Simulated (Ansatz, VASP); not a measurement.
WS2: VASP beside Ansatz

Contents of INCAR:

```
SYSTEM = WS2
PREC = Accurate
ENCUT = 520
EDIFF = 1E-7
ISMEAR = -1
SIGMA = 0.03
LREAL = .FALSE.
LASPH = .TRUE.
NELM = 100
ALGO = Normal
ISIF = 2
LWAVE = .FALSE.
LCHARG = .TRUE.
GGA = PS
LELF = .TRUE.
LVHAR = .TRUE.
NBANDS = 20
```

KPOINTS

```
regular mesh
0
G
  15 15 15
  0 0 0
```

POSCAR

```
WS2
1.0
    1.5474203766      0.8934035710      6.1633300000
   -1.5474203766      0.8934035710      6.1633300000
    0.0000000000     -1.7868071419      6.1633300000
W S
1 2
Direct
    0.0000000000      0.0000000000      0.0000000000
    0.7503000000      0.7503000000      0.7503000000
    0.5810000000      0.5810000000      0.5810000000
```

Input for Ansatz:

```yaml
crystal:
  lattice:
    - [1.5474203766, 0.893403571, 6.16333]
    - [-1.5474203766, 0.893403571, 6.16333]
    - [0.0, -1.7868071419, 6.16333]
  atoms:
    - { symbol: W, position: [0.0, 0.0, 0.0] }
    - { symbol: S, position: [0.7503, 0.7503, 0.7503] }
    - { symbol: S, position: [0.581, 0.581, 0.581] }
kpoints:
  mp_grid: { grid: [15, 15, 15] }
  band_path:
    path:
      - [0.0, 0.0, 0.0]
      - [0.5, 0.5, 0.5]
      - [0.8193254258, 0.1806745742, 0.5]
      - [0.5, -0.1806745742, 0.1806745742]
      - [0.5, 0.0, 0.0]
      - [0.0, 0.0, 0.0]
      - [0.3403372871, -0.3403372871, 0.0]
      - [0.6596627129, 0.0, 0.3403372871]
      - [0.5, 0.0, 0.5]
    npoints: 5
scf:
  occupations: { method: fermi_dirac, width: 0.03 }
hamiltonian:
  xc: pbesol
  pseudopotentials: { kind: all_electron, lapw: { basis_error: 0.001 } }
output:
  forces: true
  stress: true
  eigenvalues: true
```

Change from the starting cell: equal xx and yy strain of -2 %.

Alike in both runs: task single point; functional PBEsol; k mesh 15 × 15 × 15; occupations fermi-dirac, width 0.03 eV; no spin polarisation.

|  | VASP | Ansatz |
| --- | --- | --- |
| version | VASP 6.6.1 | Ansatz 0.2.0 |
| potentials or method | VASP PAW PBE potentials, release 64 (W_sv, S), cutoff 520 eV | all-electron LAPW, scalar-relativistic |

VASP gave:

* pressure (GPa): 6.7
* traceless stress, the component that is largest in VASP (GPa): -1.43
* rms of the force components (eV/Å): 0.340

Question: What did Ansatz give for the same quantities?

Answer: Pressure (GPa): 6.6; traceless stress, the component that is largest in VASP (GPa): -1.48; rms of the force components (eV/Å): 0.333.

VASP's potentials were made for PBE, not for PBEsol. Atom by atom the forces differ by 0.011 eV/Å (rms over components). Ansatz ran all-electron here, and VASP with PAW potentials.

Spin-orbit coupling is off throughout.
